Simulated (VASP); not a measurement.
Runs of VASP 6.6.1 on AlCo3. The structure is that of space group Pm-3m (No. 221), or close to it. The cells are those of the table. 

```tsv
cell	gap on the mesh (eV)	pressure (GPa)	moment (μB)
a = 3.622 Å, 4 atoms	none	-19.8	3.87
a = 3.656 Å, 4 atoms	none	-23.4	(c)
a = 3.551 Å, 4 atoms	none	-11.1	(a)
a = 3.587 Å, 4 atoms	none	-15.8	3.80
a = 3.514 Å, 4 atoms	none	(b)	1.69
```

Alike in all rows: task single point; level LDA; potentials or basis VASP PAW LDA potentials, release 64 (Al, Co); spin collinear, ferromagnetic start; k mesh 7 × 7 × 7; cutoff (eV) 520; smearing methfessel-paxton 0.15 eV.

Q: Estimate the missing entries.

A: (a) 3.65; (b) -10.1; (c) 3.91.

Caveats: the cell stands under tension.

A gap of «none» marks levels without a gap at the run's occupations.
